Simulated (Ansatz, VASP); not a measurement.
One calculation of ZnS, two programs

The input POSCAR:

```
ZnS
1.0
    0.0000000000      2.7020000000      2.7020000000
    2.7020000000      0.0000000000      2.7020000000
    2.7020000000      2.7020000000      0.0000000000
Zn S
1 1
Direct
    0.2500000000      0.2500000000      0.2500000000
    0.0000000000      0.0000000000      0.0000000000
```

INCAR.step1

```
PREC = Accurate
ENCUT = 400
EDIFF = 1E-5
ISMEAR = 0
SIGMA = 0.01
LREAL = False
LASPH = True
NELM = 120
ALGO = Normal
ISIF = 2
LWAVE = True
NBANDS = 16
GGA = PE
GGA_COMPAT = False
```

INCAR.step2

```
PREC = Accurate
ENCUT = 400
EDIFF = 1E-6
ISMEAR = 0
SIGMA = 0.01
LREAL = False
LASPH = True
NELM = 120
ALGO = Normal
ISIF = 2
LWAVE = False
LCHARG = True
GGA = PE
LHFCALC = True
HFSCREEN = 0.2079
PRECFOCK = Normal
LELF = True
LVHAR = True
NBANDS = 16
ISTART = 1
GGA_COMPAT = False
```

The input KPOINTS:

```
Automatic mesh
0
Gamma
  6 6 6
```

Input for Ansatz:

```yaml
crystal:
  lattice:
    - [0.0, 2.702, 2.702]
    - [2.702, 0.0, 2.702]
    - [2.702, 2.702, 0.0]
  atoms:
    - { symbol: Zn, position: [0.25, 0.25, 0.25] }
    - { symbol: S, position: [0.0, 0.0, 0.0] }
basis:
  ecutwfc: 420
kpoints:
  mp_grid: { grid: [6, 6, 6] }
  band_path:
    path:
      - [0.0, 0.0, 0.0]
      - [-0.5, -0.5, 0.0]
      - [-0.375, -0.375, 0.25]
      - [-0.375, 0.0, 0.375]
      - [0.0, 0.0, 0.5]
      - [-0.5, -0.25, 0.25]
    npoints: 1
hamiltonian:
  xc: hse06
scf:
  occupations: { method: fixed }
  n_extra_bands: 4
output:
  forces: true
  stress: true
  eigenvalues: true
  write_density: true
  write_potential: true
  elf: true
  volumetric_format: npy
```

Alike in both runs: task single point; functional HSE06; k mesh 6 × 6 × 6; no spin polarisation.

|  | VASP | Ansatz |
| --- | --- | --- |
| version | VASP 6.6.1 | Ansatz 0.2.0 |
| potentials or method | VASP PAW PBE potentials, release 64 (Zn, S), cutoff 400 eV | scalar-relativistic, plane waves, PAW |
| occupations | gaussian, width 0.01 eV | fixed |
| valence electrons in the cell | 18 | 18 |

VASP gave:

| Property | Result |
| --- | --- |
| gap on the k mesh at the Fermi level (eV) | 3.32 |
| least direct gap on the mesh (eV) | 3.32 |
| pressure (GPa) | 0.6 |

What did Ansatz give for the same quantities?

gap on the k mesh at the Fermi level (eV): 3.34; least direct gap on the mesh (eV): 3.34; pressure (GPa): 0.9.

Ansatz's warnings: stress exchange threshold loose, stress scf threshold loose.
